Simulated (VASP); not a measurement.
A run of VASP 6.6.1 is set up as follows.

INCAR

```
SYSTEM = Al5Si3C3N5
  PREC = Accurate
  ENCUT = 700
  EDIFF = 1E-6
  ISMEAR = -1
  SIGMA = 0.05
  LREAL = Auto
  LASPH = .True.
  NELM = 120
  ALGO = Normal
  ISIF = 2
  LWAVE = .False.
  LCHARG = .False.
  GGA = PS
  ISYM = -1
  NBANDS = 246
  GGA_COMPAT = .False.
```

Contents of KPOINTS:

```
explicit points
1
Reciprocal
  0.25000000   0.25000000   0.25000000 1
```

POSCAR

```
Al5Si3C3N5
1.0
    9.2983570000      0.0000000000      0.0000000000
    0.0000000000     10.7368180000      0.0000000000
    0.0000000000      0.0000000000     10.0157290000
Si Al N C
18 30 30 18
Direct
    0.1653650000      0.0819690000      0.2509330000
    0.4980760000      0.0804130000      0.2494080000
    0.4972680000      0.0818040000      0.7460940000
    0.9990790000      0.8366800000      0.7496140000
    0.8352300000      0.0849480000      0.2475880000
    0.8380570000      0.0842450000      0.7462710000
    0.3335810000      0.8350090000      0.7471710000
    0.6658090000      0.8325860000      0.2453670000
    0.6675100000      0.8343470000      0.7462510000
    0.0006560000      0.1637060000      0.4979780000
    0.9995980000      0.1659190000      0.9985520000
    0.3287720000      0.1690600000      0.4958000000
    0.6678190000      0.1677070000      0.4966090000
    0.6652360000      0.1648920000      0.9970390000
    0.5015420000      0.9186740000      0.5001040000
    0.4979270000      0.9149430000      0.0015890000
    0.8323170000      0.9188760000      0.5015470000
    0.8360410000      0.9142210000      0.0005530000
    0.1707500000      0.0844250000      0.7497420000
    0.9994140000      0.3312110000      0.2486370000
    0.0031220000      0.3345990000      0.7490230000
    0.3335250000      0.3302280000      0.2512160000
    0.3346320000      0.3305360000      0.7487600000
    0.1666840000      0.5835050000      0.2474650000
    0.1631770000      0.5839270000      0.7494830000
    0.9990890000      0.8350430000      0.2451250000
    0.6723000000      0.3319630000      0.2477380000
    0.6684400000      0.3343990000      0.7477700000
    0.5011450000      0.5827190000      0.2467230000
    0.5006490000      0.5798960000      0.7491900000
    0.3363190000      0.8298250000      0.2493500000
    0.8330980000      0.5831130000      0.2499680000
    0.8351840000      0.5820210000      0.7470950000
    0.3325790000      0.1702120000      0.9986080000
    0.1687870000      0.4165600000      0.5003280000
    0.1663890000      0.4155410000      0.0009410000
    0.0014730000      0.6643520000      0.5007380000
    0.0027410000      0.6659540000      0.0010730000
    0.5006530000      0.4173870000      0.4982830000
    0.4985630000      0.4152170000      0.9983140000
    0.3327440000      0.6662310000      0.4997240000
    0.3361900000      0.6688260000      0.9998770000
    0.1598250000      0.9166200000      0.5019310000
    0.1659080000      0.9179060000      0.0008860000
    0.8317760000      0.4176410000      0.5004560000
    0.8323440000      0.4189220000      0.9983690000
    0.6669140000      0.6663440000      0.4991480000
    0.6659220000      0.6652310000      0.0004670000
    0.9975450000      0.1670580000      0.1874050000
    0.3343330000      0.1695170000      0.1878780000
    0.3299850000      0.1654410000      0.6891530000
    0.1668970000      0.4157350000      0.1891100000
    0.0008270000      0.6700910000      0.1831930000
    0.9994010000      0.6658720000      0.6891510000
    0.6685730000      0.1690220000      0.6890500000
    0.3315830000      0.6695490000      0.1863200000
    0.3339150000      0.6625770000      0.6931470000
    0.1659940000      0.9137030000      0.1889880000
    0.1658680000      0.9183950000      0.6879240000
    0.6675570000      0.6680430000      0.1894090000
    0.4963730000      0.9154450000      0.1920360000
    0.4970020000      0.9169650000      0.6876050000
    0.8349680000      0.9153550000      0.1918410000
    0.8302890000      0.9143910000      0.6870110000
    0.1679990000      0.0815450000      0.4365360000
    0.1654820000      0.0839270000      0.9408360000
    0.4963840000      0.0829860000      0.4382510000
    0.5005110000      0.0839200000      0.9411440000
    0.1663510000      0.5835230000      0.4360930000
    0.9970820000      0.8352490000      0.4379270000
    0.9972560000      0.8337510000      0.9373230000
    0.8332690000      0.0811530000      0.4355640000
    0.8324880000      0.0835650000      0.9406750000
    0.4963660000      0.5855960000      0.4400670000
    0.3349420000      0.8308450000      0.4402480000
    0.3364480000      0.8313360000      0.9369860000
    0.6656530000      0.8334560000      0.4398720000
    0.6672180000      0.8325330000      0.9377360000
    0.0008990000      0.1670160000      0.6935300000
    0.1684650000      0.4177510000      0.6907180000
    0.6663860000      0.1627370000      0.1855300000
    0.5002230000      0.4177800000      0.1921730000
    0.5050840000      0.4183220000      0.6917900000
    0.8320920000      0.4176150000      0.1857070000
    0.8315860000      0.4169540000      0.6879870000
    0.6661440000      0.6641720000      0.6893570000
    0.0008830000      0.3332920000      0.4376300000
    0.9987080000      0.3323500000      0.9397250000
    0.3315530000      0.3312730000      0.4387020000
    0.3324160000      0.3334350000      0.9377870000
    0.1665420000      0.5837910000      0.9413320000
    0.6636820000      0.3345990000      0.4369110000
    0.6659180000      0.3294530000      0.9366420000
    0.5004540000      0.5851400000      0.9388520000
    0.8373570000      0.5830720000      0.4414500000
    0.8381200000      0.5825200000      0.9390010000
```

Potentials or basis: VASP PAW PBE potentials, release 64 (Si, Al, N, C).

Run with:

```bash
$ cat potpaw_PBE.64/Si/POTCAR potpaw_PBE.64/Al/POTCAR potpaw_PBE.64/N/POTCAR potpaw_PBE.64/C/POTCAR > POTCAR
$ mpirun -np 1 vasp_std > vasp.out
```

(1) Predict the pressure.

(2) What does it give for the largest force?

Results:

(1) 6.5 GPa.

(2) 5.719 eV/Å.

Caveat: the stress differs along the axes, from 3 to 10 GPa; the PAW data sets were made with another functional, which shifts forces and pressure a little.
